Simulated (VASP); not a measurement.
Wanted: the native input for a VASP 6.6.1 run.

```yaml
Task: single point
Functional: PBE
Potentials_or_basis: VASP PAW PBE potentials, release 64 (Al, Ga_d, P)
Cutoff: 520 eV
k_mesh: 4 × 4 × 2
Occupations: gaussian, width 0.1 eV
Spin: no spin polarisation
Dipole_correction: no
Further_INCAR_settings: ALGO = Normal; EDIFF = 1e-06; NBANDS = 41
```

The structure of AlGa3P4 lies in POSCAR:

```
AlGa3P4
1.0
    3.8955583856      0.0000000000      0.0000000000
    0.0000000000      3.8955583856      0.0000000000
    0.0000000000      0.0000000000     11.0071308344
Al Ga P
1 3 4
Direct
    0.5000000000      0.5000000000      0.5000000000
    1.0000000000      0.0000000000      0.7500252348
    0.5000000000      0.5000000000      1.0000000000
    0.0000000000      0.0000000000      0.2499747652
    0.5000000000      0.0000000000      0.8750502489
    0.0000000000      0.5000000000      0.1249497511
    0.5000000000      0.0000000000      0.3755611020
    1.0000000000      0.5000000000      0.6244388980
```

The input as run:

INCAR

```
SYSTEM = AlGa3P4
PREC = Accurate
ENCUT = 520
EDIFF = 1E-6
ISMEAR = 0
SIGMA = 0.1
LREAL = .FALSE.
LASPH = .TRUE.
NELM = 80
ALGO = Normal
ISIF = 2
LWAVE = .FALSE.
LCHARG = .FALSE.
GGA = PE
NBANDS = 41
```

KPOINTS

```
Automatic mesh
0
G
  4 4 2
  0 0 0
```

Potentials or basis: VASP PAW PBE potentials, release 64 (Al, Ga_d, P).

Run with:

```bash
$ cat potpaw_PBE.64/Al/POTCAR potpaw_PBE.64/Ga_d/POTCAR potpaw_PBE.64/P/POTCAR > POTCAR
$ mpirun -np 1 vasp_std > vasp.out
```

Results of the run:

```json
{"Pressure": "0.1 GPa", "Largest force": "0.018 eV/Å", "Band gap on the k mesh": "1.61 eV, indirect (least direct gap 1.68 eV)"}
```

Run time: 74 s on 1 thread of AMD EPYC 7R43 64-Core Processor (Zen 3) (shared host), peak memory 0.25 GiB.
